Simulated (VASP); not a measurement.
Runs of VASP 6.6.1 on P. The structure is that of space group Pm-3m (No. 221), or close to it. The cells are those of the table. This isn't the form of P at room conditions, which is orthorhombic.

```tsv
task	cell	cutoff (eV)	gap on the mesh (eV)	pressure (GPa)
single point	a = 2.468 Å, 1 atom	520	none	(a)
single point	a = 2.291 Å, 1 atom	520	none	23.7
single point	a = 2.366 Å, 1 atom	520	none	4.6
relaxation of shape and atoms at fixed volume	relaxed from a = 2.366 Å, 1 atom	600	none	4.6
single point	a = 2.414 Å, 1 atom	520	none	-3.6
single point	a = 2.317 Å, 1 atom	520	none	16.3
single point	a = 2.342 Å, 1 atom	520	none	10.1
relaxation of shape and atoms at fixed volume	relaxed from a = 2.291 Å, 1 atom	600	none	23.7
single point	a = 2.437 Å, 1 atom	520	none	-6.5
relaxation of shape and atoms at fixed volume	relaxed from a = 2.342 Å, 1 atom	600	none	10.1
relaxation of shape and atoms at fixed volume	relaxed from a = 2.317 Å, 1 atom	600	none	16.3
```

Alike in all rows: level PBEsol+D3(BJ); potentials or basis VASP PAW PBE potentials, release 64 (P); no spin polarisation; k mesh 18 × 18 × 18; smearing gaussian 0.1 eV.

Task: Fill in the values left out.

Result: (a) -10.2.

Caveats: the PAW data sets were made with another functional, which shifts forces and pressure a little; the cell stands under pressure (at least some runs); the relaxation stopped at its first step, so nothing moved (at least some runs); the cell stands under tension (at least some runs).

A gap of «none» marks levels without a gap at the run's occupations.
